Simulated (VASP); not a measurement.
# WC (Qusongite) (P-6m2) in VASP: a series of runs, part 3 of 3

VASP 6.6.1. The steps go on from the part before.

## Step 6: Relaxation of cell and atoms, BLYP+D3(BJ)

File INCAR:

```
SYSTEM = WC
PREC = Accurate
ENCUT = 600
EDIFF = 1E-6
ISMEAR = -1
SIGMA = 0.05
LREAL = .FALSE.
LASPH = .TRUE.
NELM = 100
ALGO = Normal
ISIF = 3
LWAVE = .FALSE.
LCHARG = .FALSE.
GGA = B5
ALDAX = 1.0
AGGAX = 1.0
AGGAC = 1.0
ALDAC = 0.0
IVDW = 12
VDW_S6 = 1.0
VDW_S8 = 2.6996
VDW_A1 = 0.4298
VDW_A2 = 4.2359
IBRION = 2
NSW = 80
EDIFFG = -0.02
```

File KPOINTS:

```
Automatic mesh
0
G
  10 10 9
  0 0 0
```

File POSCAR:

```
WC
1.0
    2.9065000000      0.0000000000      0.0000000000
   -1.4532500000      2.5171028361      0.0000000000
    0.0000000000      0.0000000000      2.8366000000
W C
1 1
Direct
    0.0000000000      0.0000000000      0.0000000000
    0.6666666667      0.3333333333      0.5000000000
```

Potentials or basis: VASP PAW PBE potentials, release 64 (W_sv, C).

The run is started by

```
$ cat potpaw_PBE.64/W_sv/POTCAR potpaw_PBE.64/C/POTCAR > POTCAR
$ mpirun -np 1 vasp_std > vasp.out
```

OUTCAR:

```text
SYSTEM = WC
   PREC = Accurate
   ENCUT = 600
   EDIFF = 1E-6
   ISMEAR = -1
   LREAL = .FALSE.
   LASPH = .TRUE.
   NELM = 100
   ISIF = 3
   GGA = B5
   IVDW = 12
   IBRION = 2
   NSW = 80
   EDIFFG = -0.02
 IVDW          = 12

 ion  position               nearest neighbor table
   1  0.000  0.000  0.000-   2 2.20   2 2.20   2 2.20   2 2.20   2 2.20   2 2.20
   2  0.667  0.333  0.500-   1 2.20   1 2.20   1 2.20   1 2.20   1 2.20   1 2.20

  LATTYP: Found a hexagonal cell.
 ALAT       =     2.9065000000
 C/A-ratio  =     0.9759504559

  Lattice vectors:

 A1 = (   2.9065000000,   0.0000000000,   0.0000000000)
 A2 = (  -1.4532500000,   2.5171028361,   0.0000000000)
 A3 = (   0.0000000000,   0.0000000000,   2.8366000000)

Analysis of symmetry for initial positions (statically):
=====================================================================
 Subroutine PRICEL returns:
 Original cell was already a primitive cell.

 Routine SETGRP: Setting up the symmetry group for a
[... 336 lines left out ...]

  energy without entropy =      -19.97402129  energy(sigma->0) =      -19.97510093

 E-fermi :  11.4300     XC(G=0): -13.0347

 val. band max:       11.3383962181   @ k =   0.0000   0.0000   0.3333
 cond. band min:      11.4389283690   @ k =   0.4000   0.2000   0.0000
 fundamental gap:      0.1005321509
 Fermi energy:        11.4299713013

 k-point     1 :       0.0000    0.0000    0.0000
  band No.  band energies     occupation
      1     -62.2137      2.00000
      2     -26.4540      2.00000
      3     -26.3547      2.00000
      4     -26.3547      2.00000
      5      -2.7523      2.00000
      6       7.2556      2.00000
      7       8.1393      2.00000
      8       8.1393      2.00000
      9      11.5328      0.22692
     10      14.5661      0.00000
     11      14.5661      0.00000
     12      16.9144      0.00000
     13      16.9144      0.00000
[... 354 lines left out ...]
  band No.  band energies     occupation
      1     -62.1523      2.00000
      2     -27.0889      2.00000
      3     -26.5743      2.00000
      4     -26.4278      2.00000
      5       0.5497      2.00000
      6       4.7661      2.00000
      7       7.3315      2.00000
      8       8.8114      2.00000
      9      10.1731      2.00000
     10      14.0337      0.00000
     11      15.3629      0.00000
     12      16.2427      0.00000
     13      18.3482      0.00000

 [... further k-points ...]

------------------------ aborting loop because EDIFF is reached ----------------------------------------

 Edisp (eV)   -2.12681

 E8    (eV) :    -1.5979
[... 25 lines left out ...]
  FREE ENERGIE OF THE ION-ELECTRON SYSTEM (eV)
  ---------------------------------------------------
  free  energy   TOTEN  =       -22.1029928382 eV

  energy  without entropy=      -22.1008335687  energy(sigma->0) =      -22.10191320

 reached required accuracy - stopping structural energy minimisation
```

OSZICAR:

```text
N       E                     dE             d eps       ncg     rms          rms(c)
DAV:   1     0.125275780132E+03    0.12528E+03   -0.10638E+04  1820   0.171E+03
DAV:   2    -0.189200077078E+02   -0.14420E+03   -0.14038E+03  2080   0.409E+02
DAV:   3    -0.234701737060E+02   -0.45502E+01   -0.45082E+01  2201   0.659E+01
DAV:   4    -0.235176453059E+02   -0.47472E-01   -0.47448E-01  2045   0.713E+00
[... 35 lines left out ...]
       N       E                     dE             d eps       ncg     rms          rms(c)
DAV:   1    -0.199762502406E+02    0.11965E-03   -0.26741E-03  1825   0.624E-01    0.421E-02
DAV:   2    -0.199761999393E+02    0.50301E-04   -0.10887E-04  1940   0.103E-01    0.230E-02
DAV:   3    -0.199761806175E+02    0.19322E-04   -0.45107E-05  1960   0.625E-02    0.940E-03
DAV:   4    -0.199761805598E+02    0.57668E-07   -0.13728E-06  1415   0.125E-02
   5 F= -.22102993E+02 E0= -.22101913E+02  d E =-.256926E-04
```

CONTCAR:

```text
WC
   1.00000000000000
     2.9174532349580820    0.0000000000000000    0.0000000000000000
    -1.4587266174790410    2.5265886158273245    0.0000000000000000
    -0.0000000000000000    0.0000000000000000    2.8443863287692186
  W               C
     1     1
Direct
     0.0000000000000000    0.0000000000000000    0.0000000000000000
     0.6666666667000030    0.3333333332999970    0.5000000000000000

  0.00000000E+00  0.00000000E+00  0.00000000E+00
  0.00000000E+00  0.00000000E+00  0.00000000E+00
```

Wall time 64 s (1 thread of Intel Xeon Platinum 8488C (Sapphire Rapids), shared host); peak memory 0.17 GiB.

Results:

- Free energy: -22.1030 eV
- Relaxed volume: 10.48 Å³/atom
- Relaxed cell: a = 2.917 Å, b = 2.917 Å, c = 2.844 Å, α = 90.00°, β = 90.00°, γ = 120.00°
- Space group after relaxing (to 0.05 Å): P-6m2 (No. 187)
- Energy gained by relaxing: 1.3 meV/atom
- Ionic steps: 5
- Pressure after relaxing: 0.0 GPa
- Band gap on the k mesh: zero (band 9 reaches 12.07 eV, above the bottom of band 10 at 10.90 eV)
- Dispersion energy per atom: -1.063 eV

Step by step:
```
step  energy change (eV)  largest force (eV/Å)  pressure (GPa)  volume (Å³)
   1              0.0000                0.0000            3.97        20.75
   2              0.0153                0.0000           -9.79        21.53
   3             -0.0026                0.0000           -0.01        20.96
   4             -0.0026                0.0000           -0.05        20.97
   5             -0.0026                0.0000           -0.03        20.97
```

Final structure:
```
W C
1.0
     2.91745    0.00000    0.00000
    -1.45873    2.52659    0.00000
     0.00000    0.00000    2.84439
W C
1 1
Cartesian
  0.0000 0.0000 0.0000
  1.4587 0.8422 1.4222
```

Caveat: the PAW data sets were made with another functional, which shifts forces and pressure a little; spin-orbit coupling is left out, which moves the levels of the heavy elements; pairwise dispersion overbinds metals, which lowers pressure and volume.

## Step 7: Overview

| task | level | cell | cutoff (eV) | gap on the mesh (eV) | pressure (GPa) | relaxed volume (Å³/atom) |
| --- | --- | --- | --- | --- | --- | --- |
| single point | RPBE | a = 2.906, b = 2.907, c = 2.837 Å, angles 90.0, 90.0, 120.0°, 2 atoms | 520 | none | 11.1 | - |
| single point | PBE+D4 | a = 2.904, b = 2.904, c = 2.832 Å, angles 90.0, 90.0, 120.0°, 2 atoms | 520 | none | 1.0 | - |
| single point | BLYP+D3(BJ) | a = 2.911, b = 2.911, c = 2.838 Å, angles 90.0, 90.0, 120.0°, 2 atoms | 520 | none | 2.6 | - |
| relaxation of cell and atoms | PBE+D4 | relaxed from a = 2.906, b = 2.907, c = 2.837 Å, angles 90.0, 90.0, 120.0°, 2 atoms | 600 | none | 0.0 | 10.37 |
| relaxation of cell and atoms | BLYP+D3(BJ) | relaxed from a = 2.906, b = 2.907, c = 2.837 Å, angles 90.0, 90.0, 120.0°, 2 atoms | 600 | none | 0.0 | 10.48 |

Alike in all rows: potentials or basis VASP PAW PBE potentials, release 64 (W_sv, C); no spin polarisation; k mesh 10 × 10 × 9; smearing fermi-dirac 0.05 eV.

Caveats: spin-orbit coupling is left out, which moves the levels of the heavy elements; pairwise dispersion overbinds metals, which lowers pressure and volume (some runs); the PAW data sets were made with another functional, which shifts forces and pressure a little (some runs).

Absolute energies hang on the potentials; compare differences alone.
